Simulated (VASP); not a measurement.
WC, 2 atoms in the cell. It takes space group P-6m2 (No. 187, hexagonal). The conventional cell has a = 2.929 Å, b = 2.929 Å, c = 2.857 Å, α = 90.00°, β = 90.00°, γ = 120.00°. Within 2.9 Å of W (site symmetry -6m2) lie 6 C at 2.21 Å and 2 W at 2.86 Å. Within 2.9 Å of C (site symmetry -6m2) lie 6 W at 2.21 Å and 2 C at 2.86 Å.  This cell differs from its parent crystal: volume scaled by 1.03.

```yaml
Program: VASP 6.6.1
Task: single point
Functional: PBE
Potentials_or_basis: VASP PAW PBE potentials, release 64 (W_sv, C)
Cutoff: 520 eV
k_mesh: 13 × 13 × 12
Occupations: fermi-dirac, width 0.05 eV
Spin: no spin polarisation
Dipole_correction: no
Further_INCAR_settings: ALGO = Normal; EDIFF = 1e-06; NBANDS = 16
```

Potentials or basis: VASP PAW PBE potentials, release 64 (W_sv, C).

Launch:

```sh
$ cat potpaw_PBE.64/W_sv/POTCAR potpaw_PBE.64/C/POTCAR > POTCAR
$ mpirun -np 1 vasp_std > vasp.out
```

Hardware: 1 thread of AMD EPYC 7R13, on a shared host.

Problem. Estimate the wall time of this run.

Solution. It took 65 s on 1 thread of AMD EPYC 7R13, on a shared host, peak memory 0.15 GiB. Counts: scf iterations 12, k points 147.
